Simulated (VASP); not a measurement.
# Nb (Im-3m) in VASP: notebook, part 2 of 2

VASP 6.6.1. The steps go on from the part before.

## Step 3: Single point, PBE (volume scaled by 0.97)

INCAR reads:

```
SYSTEM = Nb
ALGO = Normal
EDIFF = 1E-6
ENCUT = 520
GGA = PE
ISIF = 2
ISMEAR = 0
LASPH = .TRUE.
LCHARG = .FALSE.
LREAL = .FALSE.
LWAVE = .FALSE.
NBANDS = 12
NELM = 80
PREC = Accurate
SIGMA = 0.1
```

KPOINTS reads:

```
k-points
0
G
  18 18 18
  0 0 0
```

POSCAR reads:

```
Nb
1.0
   -1.6388340490      1.6388340490      1.6388340490
    1.6388340490     -1.6388340490      1.6388340490
    1.6388340490      1.6388340490     -1.6388340490
Nb
1
Direct
    0.0000000000      0.0000000000      0.0000000000
```

Potentials or basis: VASP PAW PBE potentials, release 64 (Nb_sv).

Run with:

```console
$ cat potpaw_PBE.64/Nb_sv/POTCAR > POTCAR
$ mpirun -np 1 vasp_std > vasp.out
```

OUTCAR:

```text
SYSTEM = Nb
   EDIFF = 1E-6
   ENCUT = 520
   GGA = PE
   ISIF = 2
   ISMEAR = 0
   LASPH = .TRUE.
   LREAL = .FALSE.
   NELM = 80
   PREC = Accurate

 ion  position               nearest neighbor table
   1  0.000  0.000  0.000-

  LATTYP: Found a body centered cubic cell.
 ALAT       =     3.2776680980

  Lattice vectors:

 A1 = (  -1.6388340490,   1.6388340490,   1.6388340490)
 A2 = (   1.6388340490,  -1.6388340490,   1.6388340490)
 A3 = (   1.6388340490,   1.6388340490,  -1.6388340490)

Analysis of symmetry for initial positions (statically):
=====================================================================
 Subroutine PRICEL returns:
 Original cell was already a primitive cell.

 Routine SETGRP: Setting up the symmetry group for a
 body centered cubic supercell.

 Subroutine GETGRP returns: Found 48 space group operations
 (whereof 48 operations were pure point group operations)
 out of a pool of 48 trial point group operations.

The static configuration has the point symmetry O_h .

[... 166 lines left out ...]
 k-point     1 :       0.0000    0.0000    0.0000
  band No.  band energies     occupation
      1     -42.8422      2.00000
      2     -18.0884      2.00000
      3     -18.0884      2.00000
      4     -18.0884      2.00000
      5       5.5131      2.00000
      6      11.8585      0.00000
      7      11.8585      0.00000
      8      11.8585      0.00000
      9      14.8443      0.00000
     10      14.8443      0.00000
     11      25.7826      0.00000
     12      25.7826      0.00000
[... 331 lines left out ...]
 k-point    24 :       0.3889    0.1111    0.0000
  band No.  band energies     occupation
      1     -42.5733      2.00000
      2     -19.4537      2.00000
      3     -18.5880      2.00000
      4     -18.1658      2.00000
      5       8.0822      2.00000
      6       9.9133      2.00000
      7      12.6789      0.00000
      8      14.7377      0.00000
      9      15.8602      0.00000
     10      18.4238      0.00000
     11      23.6727      0.00000
     12      24.2533      0.00000

 [... further k-points ...]

------------------------ aborting loop because EDIFF is reached ----------------------------------------

  FORCE on cell =-STRESS in cart. coord.  units (eV):
  Direction    XX          YY          ZZ          XY          YZ          ZX
  --------------------------------------------------------------------------------------
  -------------------------------------------------------------------------------------
  Total        0.5586781      0.5586781      0.5586781      0.0000000      0.0000000      0.0000000
  in kB       50.8402089     50.8402089     50.8402089      0.0000000      0.0000000      0.0000000
  external PRESSURE =      50.8402089 kB  Pullay stress =       0.0000000 kB

 VOLUME and BASIS-vectors are now :
 -----------------------------------------------------------------------------
  energy-cutoff  :      520.00
  volume of cell :       17.61
      direct lattice vectors                 reciprocal lattice vectors
    -1.638834049  1.638834049  1.638834049     0.000000000  0.305094955  0.305094955
     1.638834049 -1.638834049  1.638834049     0.305094955  0.000000000  0.305094955
     1.638834049  1.638834049 -1.638834049     0.305094955  0.305094955  0.000000000

 POSITION                                       TOTAL-FORCE (eV/Angst)
 -----------------------------------------------------------------------------------
      0.00000      0.00000      0.00000         0.000000     -0.000000     -0.000000
 -----------------------------------------------------------------------------------
    total drift:                                0.000000      0.000000     -0.000000

  FREE ENERGIE OF THE ION-ELECTRON SYSTEM (eV)
  ---------------------------------------------------
  free  energy   TOTEN  =       -10.2114879677 eV

  energy  without entropy=      -10.2035143032  energy(sigma->0) =      -10.20750114
```

OSZICAR:

```text
N       E                     dE             d eps       ncg     rms          rms(c)
DAV:   1     0.116801320633E+03    0.11680E+03   -0.72971E+03  4680   0.108E+03
DAV:   2    -0.579404548472E+01   -0.12260E+03   -0.11805E+03  5036   0.392E+02
DAV:   3    -0.103112115006E+02   -0.45172E+01   -0.42970E+01  6632   0.654E+01
DAV:   4    -0.106003135730E+02   -0.28910E+00   -0.28692E+00  6608   0.151E+01
DAV:   5    -0.106125533199E+02   -0.12240E-01   -0.12233E-01  6768   0.256E+00    0.735E+00
DAV:   6    -0.102463469916E+02    0.36621E+00   -0.56569E-01  7556   0.965E+00    0.261E+00
DAV:   7    -0.102056346002E+02    0.40712E-01   -0.17677E-01  7708   0.537E+00    0.947E-01
DAV:   8    -0.102114228123E+02   -0.57882E-02   -0.12563E-02  5576   0.149E+00    0.384E-02
DAV:   9    -0.102114780439E+02   -0.55232E-04   -0.10127E-03  7240   0.289E-01    0.450E-02
DAV:  10    -0.102114959487E+02   -0.17905E-04   -0.31001E-05  5588   0.724E-02    0.179E-02
DAV:  11    -0.102114882929E+02    0.76558E-05   -0.62341E-06  6164   0.435E-02    0.317E-03
DAV:  12    -0.102114879677E+02    0.32517E-06   -0.23100E-07  3316   0.641E-03
   1 F= -.10211488E+02 E0= -.10207501E+02  d E =-.797366E-02
```

stdout:

```text
POSCAR found type information on POSCAR Nb
 POSCAR found :  1 types and       1 ions
 scaLAPACK will be used
 LDA part: xc-table for (Slater+PW92), standard interpolation
 POSCAR, INCAR and KPOINTS ok, starting setup
 FFT: planning ... GRIDC
 FFT: planning ... GRID_SOFT
 FFT: planning ... GRID
 WAVECAR not read
 entering main loop
```

Run time: 27 s. Hardware: 1 thread of Intel Xeon Platinum 8488C (Sapphire Rapids), shared host; peak memory 0.17 GiB.

What came out:

| Quantity | Value |
| --- | --- |
| Free energy | -10.2115 eV |
| Pressure | 5.1 GPa |

Caveat: the cell differs from its parent crystal (volume scaled by 0.97).

## Step 4: Single point, PBE

This run uses another cell than the first one, of 18.15 Å³/atom, 1.064 times its volume.

INCAR reads:

```
PREC     = Accurate       # precision mode
ENCUT    = 520            # plane-wave cutoff, eV
EDIFF    = 1E-6           # SCF threshold, eV
ISMEAR   = 0              # smearing method
SIGMA    = 0.1            # smearing width, eV
LREAL    = F              # projectors in reciprocal space
LASPH    = T              # aspherical terms in the spheres
NELM     = 100            # most SCF steps
ALGO     = Normal         # electronic algorithm
ISIF     = 2              # what is computed and relaxed
LWAVE    = F              # write WAVECAR
LCHARG   = T              # write CHGCAR
GGA      = PE             # functional
LELF     = T              # ELF
LVHAR    = T            
NBANDS   = 12             # bands
```

KPOINTS reads:

```
Automatic mesh
0
Gamma
  18 18 18
```

POSCAR reads:

```
Nb
1.0
   -1.6555580004      1.6555580004      1.6555580004
    1.6555580004     -1.6555580004      1.6555580004
    1.6555580004      1.6555580004     -1.6555580004
Nb
1
Direct
    0.0000000000      0.0000000000      0.0000000000
```

Run with:

```console
$ cat potpaw_PBE.64/Nb_sv/POTCAR > POTCAR
$ mpirun -np 1 vasp_std > vasp.out
```

It took 18 s on 1 thread of Intel Xeon Platinum 8488C (Sapphire Rapids), shared host; peak memory 0.17 GiB.

It converged, with:

```
Free energy : -10.2198 eV
Pressure    : -0.3 GPa
```

Levels at points of the mesh, in eV from the Fermi level:
```
           k point  band 4  band 5  band 6  band 7  band 8  band 9
(0.00, 0.00, 0.00)  -29.68   -5.91    0.39    0.39    0.39    3.27
(0.50, 0.00, 0.00)  -29.69   -3.67   -1.62    2.26    3.30    3.97
(0.50, 0.50, 0.50)  -30.58   -3.66   -3.66    5.57    5.57    5.57
```

## Step 5: Single point, PBE (volume scaled by 1.03)

INCAR reads:

```
  PREC = Accurate
  ENCUT = 520
  EDIFF = 1E-6
  ISMEAR = 0
  SIGMA = 0.1
  LREAL = F
  LASPH = T
  NELM = 60
  ALGO = Fast
  ISIF = 2
  LWAVE = F
  LCHARG = F
  GGA = PE
  NBANDS = 12
```

KPOINTS is that of step 4.

POSCAR reads:

```
Nb
1.0
   -1.6719507299      1.6719507299      1.6719507299
    1.6719507299     -1.6719507299      1.6719507299
    1.6719507299      1.6719507299     -1.6719507299
Nb
1
Direct
    0.0000000000      0.0000000000      0.0000000000
```

Potentials or basis: VASP PAW PBE potentials, release 64 (Nb_sv).

Run with:

```console
$ cat potpaw_PBE.64/Nb_sv/POTCAR > POTCAR
$ mpirun -np 1 vasp_std > vasp.out
```

OUTCAR:

```text
PREC = Accurate
   ENCUT = 520
   EDIFF = 1E-6
   ISMEAR = 0
   LREAL = F
   LASPH = T
   NELM = 60
   ISIF = 2
   GGA = PE

 ion  position               nearest neighbor table
   1  0.000  0.000  0.000-

  LATTYP: Found a body centered cubic cell.
 ALAT       =     3.3439014598

  Lattice vectors:

 A1 = (  -1.6719507299,   1.6719507299,   1.6719507299)
 A2 = (   1.6719507299,  -1.6719507299,   1.6719507299)
 A3 = (   1.6719507299,   1.6719507299,  -1.6719507299)

Analysis of symmetry for initial positions (statically):
=====================================================================
 Subroutine PRICEL returns:
 Original cell was already a primitive cell.

 Routine SETGRP: Setting up the symmetry group for a
 body centered cubic supercell.

 Subroutine GETGRP returns: Found 48 space group operations
 (whereof 48 operations were pure point group operations)
 out of a pool of 48 trial point group operations.

The static configuration has the point symmetry O_h .

[... 168 lines left out ...]
  band No.  band energies     occupation
      1     -43.7580      2.00000
      2     -19.1298      2.00000
      3     -19.1298      2.00000
      4     -19.1298      2.00000
      5       4.7931      2.00000
      6      11.0395      0.00000
      7      11.0395      0.00000
      8      11.0395      0.00000
      9      13.8271      0.00000
     10      13.8271      0.00000
     11      24.7814      0.00000
     12      24.7814      0.00000
[... 331 lines left out ...]
 k-point    24 :       0.3889    0.1111    0.0000
  band No.  band energies     occupation
      1     -43.5471      2.00000
      2     -20.2604      2.00000
      3     -19.5463      2.00000
      4     -19.1917      2.00000
      5       7.4597      2.00000
      6       9.2369      2.00000
      7      11.6730      0.00000
      8      13.7037      0.00000
      9      14.7212      0.00000
     10      17.0870      0.00000
     11      22.0992      0.00000
     12      22.9976      0.00000

 [... further k-points ...]

------------------------ aborting loop because EDIFF is reached ----------------------------------------

  FORCE on cell =-STRESS in cart. coord.  units (eV):
  Direction    XX          YY          ZZ          XY          YZ          ZX
  --------------------------------------------------------------------------------------
  -------------------------------------------------------------------------------------
  Total       -0.5926006     -0.5926006     -0.5926006      0.0000000     -0.0000000      0.0000000
  in kB      -50.7857971    -50.7857971    -50.7857971      0.0000000     -0.0000000      0.0000000
  external PRESSURE =     -50.7857971 kB  Pullay stress =       0.0000000 kB

 VOLUME and BASIS-vectors are now :
 -----------------------------------------------------------------------------
  energy-cutoff  :      520.00
  volume of cell :       18.70
      direct lattice vectors                 reciprocal lattice vectors
    -1.671950730  1.671950730  1.671950730     0.000000000  0.299051875  0.299051875
     1.671950730 -1.671950730  1.671950730     0.299051875  0.000000000  0.299051875
     1.671950730  1.671950730 -1.671950730     0.299051875  0.299051875  0.000000000

 POSITION                                       TOTAL-FORCE (eV/Angst)
 -----------------------------------------------------------------------------------
      0.00000      0.00000      0.00000        -0.000000      0.000000     -0.000000
 -----------------------------------------------------------------------------------
    total drift:                                0.000000      0.000000     -0.000000

  FREE ENERGIE OF THE ION-ELECTRON SYSTEM (eV)
  ---------------------------------------------------
  free  energy   TOTEN  =       -10.2109569448 eV

  energy  without entropy=      -10.2023765266  energy(sigma->0) =      -10.20666674
```

Wall time 47 s (1 thread of Intel Xeon Platinum 8488C (Sapphire Rapids), shared host); peak memory 0.17 GiB.

Results:

| Item | Value |
| --- | --- |
| Free energy | -10.2110 eV |
| Pressure | -5.1 GPa |

Caveat: the cell differs from its parent crystal (volume scaled by 1.03).

## Step 6: Summary

```tsv
cell	gap on the mesh (eV)	pressure (GPa)
a = 2.809 Å, angles 109.5°, 1 atom	none	11.3
a = 2.839 Å, angles 109.5°, 1 atom	none	5.1
a = 2.868 Å, angles 109.5°, 1 atom	none	-0.3
a = 2.896 Å, angles 109.5°, 1 atom	none	-5.1
```

Alike in all rows: task single point; level PBE; potentials or basis VASP PAW PBE potentials, release 64 (Nb_sv); no spin polarisation; k mesh 18 × 18 × 18; cutoff (eV) 520; smearing gaussian 0.1 eV.

Absolute energies hang on the potentials; compare differences alone.
